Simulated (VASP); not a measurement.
# Ca8O in VASP: relaxation of the atoms with PBE

Aim: the relaxation of the atoms of Ca8O with PBE.

All numbers are computed with VASP 6.6.1; they aren't measurements. Logs are shortened: lines on timing, memory, paths and dates and some standing lists are left out, and cuts for length are marked.

## (1) The cell of the first run

The cell holds a slab with vacuum, 9 atoms: a = 7.813 Å, b = 7.813 Å, c = 18.109 Å, α = 90.00°, β = 90.00°, γ = 90.00°.

## (2) Relaxation of the atoms, PBE

Contents of INCAR:

```
  PREC = Accurate
  ENCUT = 520
  EDIFF = 1E-7
  ISMEAR = 0
  SIGMA = 0.1
  LREAL = F
  LASPH = T
  NELM = 120
  ALGO = Normal
  ISIF = 2
  LWAVE = F
  LCHARG = F
  LDIPOL = T
  IDIPOL = 3
  DIPOL = 0.5 0.5 0.307
  GGA = PE
  IBRION = 2
  NSW = 36
  EDIFFG = -0.025
  GGA_COMPAT = F
  NELMIN = 4
  NELMDL = -8
  KPAR = 4
```

Contents of KPOINTS:

```
Automatic mesh
0
Gamma
  4 4 1
```

Contents of POSCAR:

```
Ca8O
1.0
    7.8132359319      0.0000000000      0.0000000000
    0.0000000000      7.8132359319      0.0000000000
    0.0000000000      0.0000000000     18.1093934181
Ca O
8 1
Selective dynamics
Direct
    0.2500000000      0.2500000000      0.2208798444  F F F
    0.2500000000      0.7500000000      0.2208798444  F F F
    0.7500000000      0.2500000000      0.2208798444  F F F
    0.7500000000      0.7500000000      0.2208798444  F F F
    0.0000000000      0.0000000000      0.3649704474  F F F
    0.0000000000      0.5000000000      0.3649704474  F F F
    0.5000000000      0.0000000000      0.3649704474  F F F
    0.5000000000      0.5000000000      0.3649704474  F F F
    0.0000000000      0.2500000000      0.4168772108  F F T
```

Potentials or basis: VASP PAW PBE potentials, release 64 (Ca_sv, O).

Launch:

```console
cat potpaw_PBE.64/Ca_sv/POTCAR potpaw_PBE.64/O/POTCAR > POTCAR
mpirun -np 4 vasp_std > vasp.out
```

OUTCAR:

```text
PREC = Accurate
   ENCUT = 520
   EDIFF = 1E-7
   ISMEAR = 0
   LREAL = F
   LASPH = T
   NELM = 120
   ISIF = 2
   GGA = PE
   IBRION = 2
   NSW = 36
   EDIFFG = -0.025
   NELMIN = 4
   NELMDL = -8

 ion  position               nearest neighbor table
   1  0.250  0.250  0.221-
   2  0.250  0.750  0.221-
   3  0.750  0.250  0.221-
   4  0.750  0.750  0.221-
   5  0.000  0.000  0.365-   9 2.17
   6  0.000  0.500  0.365-   9 2.17
   7  0.500  0.000  0.365-
   8  0.500  0.500  0.365-
   9  0.000  0.250  0.417-   5 2.17   6 2.17

  LATTYP: Found a simple tetragonal cell.
 ALAT       =     7.8132359319
 C/A-ratio  =     2.3177840239

  Lattice vectors:

 A1 = (   7.8132359319,   0.0000000000,   0.0000000000)
 A2 = (   0.0000000000,   7.8132359319,   0.0000000000)
 A3 = (   0.0000000000,   0.0000000000,  18.1093934181)

Analysis of symmetry for initial positions (statically):
=====================================================================
 Subroutine PRICEL returns:
 Original cell was already a primitive cell.

 Routine SETGRP: Setting up the symmetry group for a
 simple tetragonal supercell.

 Subroutine GETGRP returns: Found  4 space group operations
 (whereof  2 operations were pure point group operations)
 out of a pool of 16 trial point group operations.

The static configuration has the point symmetry C_1h.
 The point group associated with its full space group is C_2v.

Analysis of symmetry for dynamics (positions and initial velocities):
=====================================================================
 Subroutine PRICEL returns:
 Original cell was already a primitive cell.

 Routine SETGRP: Setting up the symmetry group for a
 simple tetragonal supercell.

 Subroutine GETGRP returns: Found  4 space group operations
 (whereof  2 operations were pure point group operations)
 out of a pool of 16 trial point group operations.

The dynamic configuration has the point symmetry C_1h.
 The point group associated with its full space group is C_2v.

Analysis of constrained symmetry for selective dynamics:
=====================================================================
 Subroutine PRICEL returns:
 Original cell was already a primitive cell.

 Routine SETGRP: Setting up the symmetry group for a
 simple tetragonal supercell.

 Subroutine GETGRP returns: Found  4 space group operations
 (whereof  2 operations were pure point group operations)
 out of a pool of 16 trial point group operations.

The constrained configuration has the point symmetry C_1h.
 The point group associated with its full space group is C_2v.

 Subroutine INISYM returns: Found  4 space group operations
 (whereof  2 operations are pure point group operations),
 and found     1 'primitive' translations

----------------------------------------------------------------------------------------

                                     Primitive cell

  volume of cell :    1105.5179

  direct lattice vectors                    reciprocal lattice vectors
     7.813235932  0.000000000  0.000000000     0.127987944  0.000000000  0.000000000
     0.000000000  7.813235932  0.000000000     0.000000000  0.127987944  0.000000000
     0.000000000  0.000000000 18.109393418     0.000000000  0.000000000  0.055219961

  length of vectors
     7.813235932  7.813235932 18.109393418     0.127987944  0.127987944  0.055219961

  position of ions in fractional coordinates (direct lattice)
     0.250000000  0.250000000  0.220879844
     0.250000000  0.750000000  0.220879844
     0.750000000  0.250000000  0.220879844
     0.750000000  0.750000000  0.220879844
     0.000000000  0.000000000  0.364970447
     0.000000000  0.500000000  0.364970447
[... 71 lines left out ...]
   EDIFF  = 0.1E-06   stopping-criterion for ELM
   LREAL  =      F    real-space projection
   EDIFFG = -.3E-01   stopping-criterion for IOM
   NSW    =     36    number of steps for IOM
   IBRION =      2    ionic relax: 0-MD 1-quasi-New 2-CG
   NFREE  =      1    steps in history (QN), initial steepest desc. (CG)
   ISIF   =      2    stress and relaxation
   ISYM   =      2    0-nonsym 1-usesym 2-fastsym
   POTIM  = 0.5000    time-step for ionic-motion
   TEBEG  =    0.0;   TEEND  =   0.0 temperature during run
   PSTRESS=    0.0 pullay stress
   NELECT =      86.0000    total number of electrons
   NUPDOWN=      -1.0000    fix difference up-down
   EMIN   =  10.00;   EMAX   =-10.00  energy-range for DOS
   EFERMI =   0.00;   METHOD = LEGACY
   ISMEAR =     0;   SIGMA  =   0.10  broadening in eV -4-tet -1-fermi 0-gaus
   EFERMI_NEDOS =   21; number of points for ismear=-14 and -15
   IALGO  =     38    algorithm
   IMIX   =      4    mixing-type and parameters
     AMIX     =   0.40;   BMIX     =  1.00
     AMIX_MAG =   1.60;   BMIX_MAG =  1.00
  volume/ion in A,a.u.               =     122.84       828.93
  Fermi-wavevector in a.u.,A,eV,Ry     =   0.698853  1.320640  6.645021  0.488395
  Thomas-Fermi vector in A             =   1.782571
   LORBIT       =      0    0 simple, 1 ext, 2 COOP (PROOUT), +10 PAW based schemes
   GGA     = PE    functional components
   LHFCALC =     F    Hartree Fock is set to
   AEXX    =    0.0000 exact exchange contribution
   IVDW    =     0    specifies the selected vdW correction
   LEPSILON=     F    determine dielectric tensor
   LRPA    =     F    only Hartree local field effects (RPA)
 conjugate gradient relaxation of ions
 non-spin polarized calculation
 Gauss-broadening in eV      SIGMA  =   0.10
  energy-cutoff  :      520.00
  volume of cell :     1105.52
 maximum number of plane-waves:     29798
 NGX is ok and might be reduce to    60
   NGX = 29   NGY = 29   NGZ = 67

--------------------------------------- Ionic step        1  -------------------------------------------

 number of electron      86.0000028 magnetization

 Free energy of the ion-electron system (eV)
  ---------------------------------------------------
  ext. energy  EPLUGINS =         0.00000000
  ---------------------------------------------------
  free energy    TOTEN  =       -20.69994264 eV

  energy without entropy =      -20.66255406  energy(sigma->0) =      -20.68124835

------------------------ aborting loop because EDIFF is reached ----------------------------------------

  FORCE on cell =-STRESS in cart. coord.  units (eV):
  Direction    XX          YY          ZZ          XY          YZ          ZX
  --------------------------------------------------------------------------------------
  -------------------------------------------------------------------------------------
  Total       -1.3683856     -5.2761886     -0.3631659      0.0000000      0.0000000      0.0000000
  in kB       -1.9831396     -7.6465426     -0.5263200      0.0000000      0.0000000      0.0000000
  external PRESSURE =      -3.3853341 kB  Pullay stress =       0.0000000 kB
[... 75 lines left out ...]
 number of electron      86.0000028 magnetization

------------------------ aborting loop because EDIFF is reached ----------------------------------------

 vacuum level on the upper side and lower side of the slab       (xc-potential included)         0.007        -0.254

  FORCE on cell =-STRESS in cart. coord.  units (eV):
  Direction    XX          YY          ZZ          XY          YZ          ZX
  --------------------------------------------------------------------------------------
  -------------------------------------------------------------------------------------
  Total       -1.0851050     -2.2935712      0.3151399      0.0000000      0.0000000      0.0000000
  in kB       -1.5725939     -3.3239695      0.4567181      0.0000000      0.0000000      0.0000000
  external PRESSURE =      -1.4799484 kB  Pullay stress =       0.0000000 kB
[... 24 lines left out ...]
  FREE ENERGIE OF THE ION-ELECTRON SYSTEM (eV)
  ---------------------------------------------------
  free  energy   TOTEN  =       -20.9429006522 eV

  energy  without entropy=      -20.9038475595  energy(sigma->0) =      -20.92337411

[... ionic steps 4 to 8 ...]

--------------------------------------- Ionic step        9  -------------------------------------------

 number of electron      86.0000029 magnetization

------------------------ aborting loop because EDIFF is reached ----------------------------------------
[... 32 lines left out ...]
  FREE ENERGIE OF THE ION-ELECTRON SYSTEM (eV)
  ---------------------------------------------------
  free  energy   TOTEN  =       -22.1304713905 eV

  energy  without entropy=      -22.0651354348  energy(sigma->0) =      -22.09780341

 dipolmoment           0.000000      0.000000     -0.000728 electrons x Angstroem

--------------------------------------- Ionic step       10  -------------------------------------------

 number of electron      86.0000028 magnetization

------------------------ aborting loop because EDIFF is reached ----------------------------------------
[... 38 lines left out ...]
--------------------------------------- Ionic step       11  -------------------------------------------

 number of electron      86.0000030 magnetization

 dipolmoment           0.000000      0.000000      0.000060 electrons x Angstroem

 Free energy of the ion-electron system (eV)
  ---------------------------------------------------
  ext. energy  EPLUGINS =         0.00000000
  ---------------------------------------------------
  free energy    TOTEN  =       -22.14487282 eV

  energy without entropy =      -22.07882977  energy(sigma->0) =      -22.11185129

 E-fermi :  -1.1238     XC(G=0):  -3.3219

 val. band max:       -1.2139469901   @ k =   0.5000   0.5000   0.0000
 cond. band min:      -1.1217932667   @ k =   0.2500   0.2500   0.0000
 fundamental gap:      0.0921537234
 Fermi energy:        -1.1237662300

 k-point     1 :       0.0000    0.0000    0.0000
  band No.  band energies     occupation
      1     -43.6833      2.00000
      2     -43.6770      2.00000
      3     -43.6757      2.00000
      4     -43.6757      2.00000
      5     -43.2886      2.00000
      6     -43.2807      2.00000
[... 475 lines left out ...]
     50      -0.4010      0.00000
     51      -0.3756      0.00000

------------------------ aborting loop because EDIFF is reached ----------------------------------------

 vacuum level on the upper side and lower side of the slab       (xc-potential included)        -0.113        -0.146

  FORCE on cell =-STRESS in cart. coord.  units (eV):
  Direction    XX          YY          ZZ          XY          YZ          ZX
  --------------------------------------------------------------------------------------
  -------------------------------------------------------------------------------------
  Total       -3.0254141     -3.0260143     -2.4937849      0.0000000      0.0000000      0.0000000
  in kB       -4.3845964     -4.3854664     -3.6141301      0.0000000      0.0000000      0.0000000
  external PRESSURE =      -4.1280643 kB  Pullay stress =       0.0000000 kB
[... 24 lines left out ...]
  FREE ENERGIE OF THE ION-ELECTRON SYSTEM (eV)
  ---------------------------------------------------
  free  energy   TOTEN  =       -22.1448728162 eV

  energy  without entropy=      -22.0788297694  energy(sigma->0) =      -22.11185129

 reached required accuracy - stopping structural energy minimisation

 vacuum level on the upper side and lower side of the slab         1.540         1.505
```

It took 43 min on 4 MPI ranks of Intel Xeon 6975P-C (Granite Rapids), shared host; peak memory 1.4 GiB.

Results:

* Free energy: -22.1449 eV
* Energy gained by relaxing: 160.5 meV/atom
* Ionic steps: 11
* Band gap on the k mesh: zero (bands 43 and 44 overlap by 0.30 eV)

Step by step:
| step | energy change (eV) | largest force on free atoms (eV/Å) | pressure (GPa) |
| --- | --- | --- | --- |
| 1 | 0.0000 | 1.3605 | -0.34 |
| 2 | -0.0820 | 1.1367 | -0.29 |
| 3 | -0.2430 | 0.5204 | -0.15 |
| 4 | -0.3124 | 0.0557 | 0.11 |
| 5 | -0.3159 | 0.0932 | 0.13 |
| 6 | -0.3302 | 0.2210 | 0.15 |
| 7 | -0.4071 | 0.6124 | 0.16 |
| 8 | -0.7759 | 1.2211 | 0.00 |
| 9 | -1.4305 | 0.2310 | -0.40 |
| 10 | -1.4425 | 0.0943 | -0.41 |
| 11 | -1.4449 | 0.0004 | -0.41 |

Final structure:
```cif
data_structure
_symmetry_space_group_name_H-M 'P 1'
_symmetry_Int_Tables_number 1
_cell_length_a 7.8132
_cell_length_b 7.8132
_cell_length_c 18.1094
_cell_angle_alpha 90.000
_cell_angle_beta 90.000
_cell_angle_gamma 90.000
_cell_volume 1105.52
loop_
_atom_site_label
_atom_site_type_symbol
_atom_site_fract_x
_atom_site_fract_y
_atom_site_fract_z
_atom_site_occupancy
Ca1 Ca 0.25000 0.25000 0.22088 1
Ca2 Ca 0.25000 0.75000 0.22088 1
Ca3 Ca 0.75000 0.25000 0.22088 1
Ca4 Ca 0.75000 0.75000 0.22088 1
Ca5 Ca 0.00000 0.00000 0.36497 1
Ca6 Ca 0.00000 0.50000 0.36497 1
Ca7 Ca 0.50000 0.00000 0.36497 1
Ca8 Ca 0.50000 0.50000 0.36497 1
O1 O 0.00000 0.25000 0.29291 1
```

The gap in the log of VASP goes by the Fermi energy; the results here count the filled bands.